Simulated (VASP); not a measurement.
# Ge6MoW2 (Fmmm) in VASP: single point with PBE

Aim: the single point of Ge6MoW2 with PBE.

Program: VASP 6.6.1. These are calculated values, not measurements. Logs are shortened: lines on timing, memory, paths and dates and some standing lists are left out, and cuts for length are marked.

### Step 1. The cell of the first run

The structure is orthorhombic, space group Fmmm (No. 69). Conventional cell: a = 4.720 Å, b = 8.287 Å, c = 14.194 Å, α = 90.00°, β = 90.00°, γ = 90.00°. Within 3.5 Å of Ge (site symmetry m) lie 9 Ge at 2.69 to 3.35 Å and 4 W at 2.72 to 2.80 Å and 1 Mo at 2.72 Å. Within 3.5 Å of Ge (site symmetry m2m) lie 9 Ge at 2.69 to 3.34 Å and 3 Mo at 2.72 to 2.80 Å and 2 W at 2.72 Å. Within 3.6 Å of Mo (site symmetry mmm) lie 10 Ge at 2.72 to 2.80 Å and 4 W at 3.34 Å. Within 3.6 Å of W (site symmetry mm2) lie 10 Ge at 2.72 to 2.80 Å and 2 Mo at 3.34 Å and 2 W at 3.35 Å.

### Step 2. Single point, PBE, collinear spin

INCAR reads:

```
SYSTEM = Ge6MoW2
PREC = Accurate
ENCUT = 520
EDIFF = 1E-7
ISMEAR = 0
SIGMA = 0.1
LREAL = .False.
LASPH = .True.
NELM = 150
ALGO = Normal
ISIF = 2
LWAVE = .False.
LCHARG = .False.
ISPIN = 2
MAGMOM = 0 0 0 0 0 0 1 0 0
LORBIT = 11
LMAXMIX = 4
GGA = PE
NBANDS = 77
```

KPOINTS reads:

```
Automatic mesh
0
Gamma
  4 4 4
  0 0 0
```

POSCAR reads:

```
Ge6MoW2
1.0
    0.0000000000      4.1435220538      7.0970520258
    2.3598571386      0.0000000000      7.0970520258
    2.3598571386      4.1435220538      0.0000000000
Ge Mo W
6 1 2
Direct
    0.0041882430      0.3287788593      0.6712211407
    0.3378179352      0.6621820648      0.3378179352
    0.6712211407      0.9958117570      0.0041882430
    0.3287788593      0.0041882430      0.9958117570
    0.6621820648      0.3378179352      0.6621820648
    0.9958117570      0.6712211407      0.3287788593
    0.0000000000      0.0000000000      0.0000000000
    0.6663378498      0.6663378498      0.3336621502
    0.3336621502      0.3336621502      0.6663378498
```

Potentials or basis: VASP PAW PBE potentials, release 64 (Ge_d, Mo_sv, W_sv).

Run with:

```sh
cat potpaw_PBE.64/Ge_d/POTCAR potpaw_PBE.64/Mo_sv/POTCAR potpaw_PBE.64/W_sv/POTCAR > POTCAR
mpirun -np 1 vasp_std > vasp.out
```

OUTCAR:

```text
SYSTEM = Ge6MoW2
   PREC = Accurate
   ENCUT = 520
   EDIFF = 1E-7
   ISMEAR = 0
   LREAL = .False.
   LASPH = .True.
   NELM = 150
   ISIF = 2
   ISPIN = 2
   LORBIT = 11
   GGA = PE

 ion  position               nearest neighbor table
   1  0.004  0.329  0.671-   4 2.69   8 2.72   8 2.72   7 2.72   9 2.73   4 2.77   4 2.77   5 2.77
                             6 2.78   8 2.80
   2  0.338  0.662  0.338-   5 2.69   7 2.72   7 2.72   8 2.72   9 2.72   5 2.77   5 2.77   4 2.77
                             6 2.77   7 2.80
   3  0.671  0.996  0.004-   6 2.69   9 2.72   9 2.72   7 2.72   8 2.73   6 2.77   6 2.77   5 2.77
                             4 2.78   9 2.80
   4  0.329  0.004  0.996-   1 2.69   8 2.72   8 2.72   7 2.72   9 2.73   1 2.77   1 2.77   2 2.77
                             3 2.78   8 2.80
   5  0.662  0.338  0.662-   2 2.69   7 2.72   7 2.72   8 2.72   9 2.72   2 2.77   2 2.77   1 2.77
                             3 2.77   7 2.80
   6  0.996  0.671  0.329-   3 2.69   9 2.72   9 2.72   7 2.72   8 2.73   3 2.77   3 2.77   2 2.77
                             1 2.78   9 2.80
   7  0.000  0.000  0.000-   5 2.72   5 2.72   2 2.72   2 2.72   4 2.72   6 2.72   1 2.72   3 2.72
                             5 2.80   2 2.80   8 3.34   9 3.34   8 3.34   9 3.34
   8  0.666  0.666  0.334-   4 2.72   4 2.72   1 2.72   1 2.72   2 2.72   5 2.72   3 2.73   6 2.73
                             1 2.80   4 2.80   7 3.34   7 3.34   9 3.35   9 3.35
   9  0.334  0.334  0.666-   6 2.72   6 2.72   3 2.72   3 2.72   2 2.72   5 2.72   4 2.73   1 2.73
                             3 2.80   6 2.80   7 3.34   7 3.34   8 3.35   8 3.35

  LATTYP: Found a face centered orthorhombic cell.
 ALAT       =     4.7197142772
 B/A-ratio  =     1.7558359725
 C/A-ratio  =     3.0074074865

  Lattice vectors:

 A1 = (   0.0000000000,   4.1435220538,   7.0970520258)
 A2 = (   2.3598571386,   0.0000000000,   7.0970520258)
 A3 = (   2.3598571386,   4.1435220538,   0.0000000000)

Analysis of symmetry for initial positions (statically):
=====================================================================
 Subroutine PRICEL returns:
 Original cell was already a primitive cell.

 Routine SETGRP: Setting up the symmetry group for a
 face centered orthorhombic supercell.

 Subroutine GETGRP returns: Found  8 space group operations
 (whereof  8 operations were pure point group operations)
 out of a pool of  8 trial point group operations.

The static configuration has the point symmetry D_2h.

Analysis of symmetry for dynamics (positions and initial velocities):
=====================================================================
 Subroutine PRICEL returns:
 Original cell was already a primitive cell.

 Routine SETGRP: Setting up the symmetry group for a
 face centered orthorhombic supercell.

 Subroutine GETGRP returns: Found  8 space group operations
 (whereof  8 operations were pure point group operations)
 out of a pool of  8 trial point group operations.

The dynamic configuration has the point symmetry D_2h.

Analysis of structural, dynamic, and magnetic symmetry:
=====================================================================
 Subroutine PRICEL returns:
 Original cell was already a primitive cell.

 Routine SETGRP: Setting up the symmetry group for a
 face centered orthorhombic supercell.

 Subroutine GETGRP returns: Found  8 space group operations
 (whereof  8 operations were pure point group operations)
 out of a pool of  8 trial point group operations.

The overall configuration has the point symmetry D_2h.

 Subroutine INISYM returns: Found  8 space group operations
 (whereof  8 operations are pure point group operations),
 and found     1 'primitive' translations

----------------------------------------------------------------------------------------

                                     Primitive cell

  volume of cell :     138.7917

  direct lattice vectors                    reciprocal lattice vectors
     0.000000000  4.143522054  7.097052026    -0.211877233  0.120670288  0.070451787
     2.359857139  0.000000000  7.097052026     0.211877233 -0.120670288  0.070451787
     2.359857139  4.143522054  0.000000000     0.211877233  0.120670288 -0.070451787

  length of vectors
     8.218085085  7.479109116  4.768406518     0.253804520  0.253804520  0.253804520

  position of ions in fractional coordinates (direct lattice)
[... 79 lines left out ...]
   ICHARG =      2    charge: 1-file 2-atom 10-const
   ISPIN  =      2    spin polarized calculation?
   LNONCOLLINEAR =      F non collinear calculations
   LSORBIT =      F    spin-orbit coupling
   LASPH  =      T    aspherical Exc in radial PAW
   ENCUT  =  520.0 eV  38.22 Ry    6.18 a.u.  15.28 13.91  8.87*2*pi/ulx,y,z
   NELM   =    150;   NELMIN=  2; NELMDL= -5     # of ELM steps
   EDIFF  = 0.1E-06   stopping-criterion for ELM
   LREAL  =      F    real-space projection
   EDIFFG = 0.1E-05   stopping-criterion for IOM
   NSW    =      0    number of steps for IOM
   IBRION =     -1    ionic relax: 0-MD 1-quasi-New 2-CG
   NFREE  =      0    steps in history (QN), initial steepest desc. (CG)
   ISIF   =      2    stress and relaxation
   ISYM   =      2    0-nonsym 1-usesym 2-fastsym
   POTIM  = 0.5000    time-step for ionic-motion
   TEBEG  =    0.0;   TEEND  =   0.0 temperature during run
   PSTRESS=    0.0 pullay stress
   NELECT =     126.0000    total number of electrons
   NUPDOWN=      -1.0000    fix difference up-down
   EMIN   =  10.00;   EMAX   =-10.00  energy-range for DOS
   EFERMI =   0.00;   METHOD = LEGACY
   ISMEAR =     0;   SIGMA  =   0.10  broadening in eV -4-tet -1-fermi 0-gaus
   EFERMI_NEDOS =   21; number of points for ismear=-14 and -15
   IALGO  =     38    algorithm
   IMIX   =      4    mixing-type and parameters
     AMIX     =   0.40;   BMIX     =  1.00
     AMIX_MAG =   1.60;   BMIX_MAG =  1.00
  volume/ion in A,a.u.               =      15.42       104.07
  Fermi-wavevector in a.u.,A,eV,Ry     =   1.585175  2.995546 34.188447  2.512780
  Thomas-Fermi vector in A             =   2.684680
   LORBIT       =     11    0 simple, 1 ext, 2 COOP (PROOUT), +10 PAW based schemes
   GGA     = PE    functional components
   LHFCALC =     F    Hartree Fock is set to
   AEXX    =    0.0000 exact exchange contribution
   IVDW    =     0    specifies the selected vdW correction
   LEPSILON=     F    determine dielectric tensor
   LRPA    =     F    only Hartree local field effects (RPA)
 spin polarized calculation
 Gauss-broadening in eV      SIGMA  =   0.10
  energy-cutoff  :      520.00
  volume of cell :      138.79
 maximum number of plane-waves:      3758
 NGX is ok and might be reduce to    64
   NGX = 31   NGY = 27   NGZ = 17

 number of electron     125.9999978 magnetization      -0.0271871

 number of electron     125.9999978 magnetization       0.0000044

 Free energy of the ion-electron system (eV)
  ---------------------------------------------------
  ext. energy  EPLUGINS =         0.00000000
  ---------------------------------------------------
  free energy    TOTEN  =       -63.94511206 eV

  energy without entropy =      -63.93276926  energy(sigma->0) =      -63.93894066

 E-fermi :   9.9445     XC(G=0): -12.8051

 val. band max:        9.9248392657   @ k =   0.0000   0.5000   0.5000
 cond. band min:       9.9669112713   @ k =   0.5000   0.2500   0.2500
 fundamental gap:      0.0420720056
 Fermi energy:         9.9444883558

 spin component 1

 k-point     1 :       0.0000    0.0000    0.0000
  band No.  band energies     occupation
      1     -64.0445      1.00000
      2     -64.0405      1.00000
      3     -50.9034      1.00000
      4     -28.3327      1.00000
      5     -28.3305      1.00000
      6     -28.2737      1.00000
[... 1393 lines left out ...]
     74      14.3749      0.00000
     75      15.3143      0.00000
 Fermi energy:         9.9444883558

 spin component 2

 k-point     1 :       0.0000    0.0000    0.0000
  band No.  band energies     occupation
      1     -64.0445      1.00000
      2     -64.0405      1.00000
      3     -50.9034      1.00000
      4     -28.3328      1.00000
      5     -28.3305      1.00000
      6     -28.2737      1.00000
[... 1393 lines left out ...]
     74      14.3749      0.00000
     75      15.3134      0.00000
 [bands above 75 left out]

------------------------ aborting loop because EDIFF is reached ----------------------------------------

  FORCE on cell =-STRESS in cart. coord.  units (eV):
  Direction    XX          YY          ZZ          XY          YZ          ZX
  --------------------------------------------------------------------------------------
  -------------------------------------------------------------------------------------
  Total        0.2067827      0.1056301      0.1949332     -0.0000000      0.0000000      0.0000000
  in kB        2.3870490      1.2193681      2.2502615     -0.0000000      0.0000000      0.0000000
  external PRESSURE =       1.9522262 kB  Pullay stress =       0.0000000 kB

 VOLUME and BASIS-vectors are now :
 -----------------------------------------------------------------------------
  energy-cutoff  :      520.00
  volume of cell :      138.79
      direct lattice vectors                 reciprocal lattice vectors
     0.000000000  4.143522054  7.097052026    -0.211877233  0.120670288  0.070451787
     2.359857139  0.000000000  7.097052026     0.211877233 -0.120670288  0.070451787
     2.359857139  4.143522054  0.000000000     0.211877233  0.120670288 -0.070451787

 POSITION                                       TOTAL-FORCE (eV/Angst)
 -----------------------------------------------------------------------------------
      2.35986      2.79857      2.36308         0.000000      0.014572      0.000846
      2.35986      2.79951      7.09705         0.000000      0.016118      0.000000
      2.35986      2.79857     11.83102         0.000000      0.014572     -0.000846
      2.35986      5.48847      2.36308         0.000000     -0.014572      0.000846
      2.35986      5.48753      7.09705         0.000000     -0.016118      0.000000
      2.35986      5.48847     11.83102         0.000000     -0.014572     -0.000846
      0.00000      0.00000      0.00000         0.000000     -0.000000     -0.000000
      2.35986      4.14352      9.45807         0.000000     -0.000000     -0.003109
      2.35986      4.14352      4.73604         0.000000     -0.000000      0.003109
 -----------------------------------------------------------------------------------
    total drift:                                0.000000      0.000000     -0.000000

  FREE ENERGIE OF THE ION-ELECTRON SYSTEM (eV)
  ---------------------------------------------------
  free  energy   TOTEN  =       -63.9451120570 eV

  energy  without entropy=      -63.9327692557  energy(sigma->0) =      -63.93894066

 total charge

# of ion       s       p       d       tot
------------------------------------------
    1        1.125   1.206  10.096  12.426
    2        1.127   1.200  10.093  12.419
    3        1.125   1.206  10.096  12.426
    4        1.125   1.206  10.096  12.426
    5        1.127   1.200  10.093  12.419
    6        1.125   1.206  10.096  12.426
    7        2.244   6.149   4.047  12.440
    8        2.291   6.231   3.464  11.985
    9        2.291   6.231   3.464  11.985
--------------------------------------------------
tot         13.579  25.833  71.543 110.955

 magnetization (x)

# of ion       s       p       d       tot
------------------------------------------
    1        0.000  -0.000  -0.000  -0.000
    2        0.000   0.000   0.000   0.000
    3        0.000  -0.000  -0.000  -0.000
    4        0.000  -0.000  -0.000  -0.000
    5        0.000   0.000   0.000   0.000
    6        0.000  -0.000  -0.000  -0.000
    7       -0.000  -0.000   0.000  -0.000
    8       -0.000  -0.000  -0.000  -0.000
    9       -0.000  -0.000  -0.000  -0.000
--------------------------------------------------
tot          0.000   0.000  -0.000  -0.000
```

It took 24 min on 1 thread of Oxide Virtual Turin-like, shared host; peak memory 0.57 GiB.

What came out:

| Item | Value |
| --- | --- |
| Free energy | -63.9451 eV |
| Pressure | 0.2 GPa |
| Largest force | 0.016 eV/Å |
| Band gap on the k mesh | zero (filled and empty bands overlap) |
| Net moment | 0.00 μB per cell |
| Valence electrons inside the program's atomic spheres | Ge 12.43, 12.42 (each value once); Mo 12.44; W 11.98 |

Forces in eV/Å, atoms in the order of the input:
```
Ge   0.000  0.015  0.001
Ge   0.000  0.016  0.000
Ge   0.000  0.015 -0.001
Ge   0.000 -0.015  0.001
Ge   0.000 -0.016  0.000
Ge   0.000 -0.015 -0.001
Mo   0.000  0.000  0.000
W    0.000  0.000 -0.003
W    0.000  0.000  0.003
```

Stress tensor (GPa, compression positive):
```
0.24 0.00 0.00
0.00 0.12 0.00
0.00 0.00 0.23
```

Caveat: the k points lie up to 0.40 Å⁻¹ apart, too coarse for converged energies and pressures of a metal; spin-orbit coupling is left out, which moves the levels of the heavy elements.

The gap in the log of VASP goes by the Fermi energy; the results here count the filled bands.